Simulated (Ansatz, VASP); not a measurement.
**Two plane-wave programs on InPd**

File INCAR:

```
SYSTEM = InPd
PREC = Accurate
ENCUT = 600
EDIFF = 1E-6
ISMEAR = -1
SIGMA = 0.05
LREAL = .False.
LASPH = .True.
NELM = 80
ALGO = Normal
ISIF = 3
LWAVE = .False.
LCHARG = .False.
GGA = CA
IBRION = 2
NSW = 60
EDIFFG = -0.01
```

Contents of KPOINTS:

```
Automatic mesh
0
Gamma
  8 8 8
  0 0 0
```

The input POSCAR:

```
InPd
1.0
    3.2718847800      0.0000000000      0.0000000000
    0.0000000000      3.2718847800      0.0000000000
    0.0000000000      0.0000000000      3.2718847800
In Pd
1 1
Direct
    0.0000000000      0.0000000000      0.0000000000
    0.5000000000      0.5000000000      0.5000000000
```

input.yaml

```yaml
crystal:
  lattice:
    - [3.27188478, 0.0, 0.0]
    - [0.0, 3.27188478, 0.0]
    - [0.0, 0.0, 3.27188478]
  atoms:
    - { symbol: In, position: [0.0, 0.0, 0.0] }
    - { symbol: Pd, position: [0.5, 0.5, 0.5] }
hamiltonian:
  xc: lda
  pseudopotentials: { kind: paw }
kpoints:
  mp_grid: { grid: [8, 8, 8] }
scf:
  occupations: { method: fermi_dirac, width: 0.05 }
output:
  forces: true
  stress: true
  eigenvalues: true
relax:
  f_tol: 0.01
  max_steps: 40
  cell: { stress_tol: 0.05 }
```

Alike in both runs: task relaxation of cell and atoms; functional LDA; k mesh 8 × 8 × 8; occupations fermi-dirac, width 0.05 eV; no spin polarisation.

|  | VASP | Ansatz |
| --- | --- | --- |
| version | VASP 6.6.1 | Ansatz 0.2.0 |
| potentials or method | VASP PAW LDA potentials, release 64 (In_d, Pd) | Ansatz PAW |
| plane-wave cutoff (eV) | 600 | 420 |
| valence electrons in the cell | 23 | 31 |

VASP gave:

* gap on the k mesh at the Fermi level, each at its own relaxed structure (eV): none
* relaxed volume (Å³/atom): 16.68
* relaxed cell length with the largest relative difference (Å): 3.219

Q: Estimate Ansatz's values.

A: gap on the k mesh at the Fermi level, each at its own relaxed structure (eV): none; relaxed volume (Å³/atom): 16.60; relaxed cell length with the largest relative difference (Å): 3.214.

LDA's correlation is that of Perdew and Zunger in VASP and of Perdew and Wang (1992) in Ansatz. A gap of «none» marks a metal or a gap that the smearing closes. VASP's potentials hold 23 valence electrons a cell and Ansatz's 31, so a difference there can come from the potentials and not from the codes.

Noted on Ansatz's run: the plane-wave basis is chosen anew once the cell has moved, so the energies of steps on either side of that aren't comparable.
